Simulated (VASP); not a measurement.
## Se: single point with PBEsol

The system is Se.

```
Se
1.0
     3.78507    0.00000    0.00000
    -1.89253    3.27796    0.00000
     0.00000    0.00000    5.14717
Se
3
Direct
  0.73055 0.73055 0.00000
  0.00000 0.26945 0.66667
  0.26945 0.00000 0.33333
```

| Item | Value |
| --- | --- |
| Program | VASP 6.6.1 |
| Task | single point |
| Functional | PBEsol |
| Potentials or basis | VASP PAW PBE potentials, release 64 (Se) |
| Cutoff | 520 eV |
| k mesh | 7 × 7 × 6 |
| Occupations | fermi-dirac, width 0.05 eV |
| Spin | no spin polarisation |
| Dipole correction | no |
| Further INCAR settings | ALGO = Normal; EDIFF = 1e-07; NBANDS = 16 |

```yaml
Pressure: 5.2 GPa
Largest_force: 0.031 eV/Å
Band_gap_on_the_k_mesh: 0.72 eV, indirect (least direct gap 0.83 eV)
```

Forces on the atoms (eV/Å):
```
Se  -0.015 -0.027  0.000
Se  -0.015  0.027  0.000
Se   0.031  0.000  0.000
```

Stress tensor (GPa, compression positive):
```
5.14 0.00 0.00
0.00 5.14 0.00
0.00 0.00 5.25
```

Levels at points of the mesh, in eV from the valence-band top:
```csv
k point,band 5,band 6,band 7,band 8,band 9,band 10,band 11,band 12,band 13,band 14
"(0.00, 0.00, 0.00)",-3.07,-3.07,-1.89,-1.89,-0.82,1.48,1.48,2.33,6.24,6.24
"(0.00, 0.00, 0.50)",-3.01,-3.01,-1.43,-0.98,-0.98,0.72,0.82,0.82,4.91,6.75
```

Run time: 55 s on 1 thread of AMD EPYC 7R13, on a shared host, peak memory 0.16 GiB.

Caveat: the PAW data sets were made with another functional, which shifts forces and pressure a little. A k mesh can miss the band edges.
